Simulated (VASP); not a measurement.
A run of VASP 6.6.1 is set up as follows.

POSCAR

```
P
1.0
    3.2837277200      0.0000000000      0.0000000000
    0.0000000000     34.8570309900      0.0000000000
    0.0000000000      0.0000000000      4.4004804745
P
4
Direct
    0.0000000000      0.9702614300      0.5921507200
    0.0000000000      0.0297385700      0.4078492800
    0.5000000000      0.0297385700      0.0921507200
    0.5000000000      0.9702614300      0.9078492800
```

File INCAR.step1:

```
SYSTEM = P
PREC = Accurate ; ENCUT = 520
ISMEAR = 0 ; SIGMA = 0.05
LREAL = .FALSE. ; LASPH = .TRUE.
NELM = 60 ; NBANDS = 18
GGA = PE ; ALGO = Normal
EDIFF = 1E-4 ; LWAVE = .TRUE.
LCHARG = .FALSE.
```

Contents of INCAR.step2:

```
SYSTEM = P
PREC = Accurate ; ENCUT = 520
EDIFF = 1E-6 ; ISMEAR = 0
SIGMA = 0.05 ; LREAL = .FALSE.
LASPH = .TRUE. ; NELM = 60
ALGO = Normal ; ISIF = 2
LWAVE = .FALSE. ; LCHARG = .TRUE.
METAGGA = R2SCAN ; LMIXTAU = .TRUE.
LELF = .TRUE. ; LVHAR = .TRUE.
NBANDS = 18 ; ISTART = 1
```

File KPOINTS:

```
regular mesh
0
G
  8 1 6
  0 0 0
```

Potentials or basis: VASP PAW PBE potentials, release 64 (P).

Launch:

```console
$ cat potpaw_PBE.64/P/POTCAR > POTCAR
$ cp INCAR.step1 INCAR
$ mpirun -np 1 vasp_std > vasp.out
$ cp INCAR.step2 INCAR
$ mpirun -np 1 vasp_std > vasp.out
```

Problem. Estimate the largest force.

Solution. 0.791 eV/Å.

Problem. Predict the band gap on the k mesh.

Solution. 0.82 eV.

Forces in eV/Å, atoms in the order of the input:
```
P    0.000 -0.130 -0.780
P    0.000  0.130  0.780
P    0.000  0.130 -0.780
P    0.000 -0.130  0.780
```

Caveat: the cell differs from its parent crystal (strain +0.000 along x and y, -0.050 along z); there is no dipole correction, which matters where the two faces differ; the PAW data sets were made with another functional, which shifts forces and pressure a little.
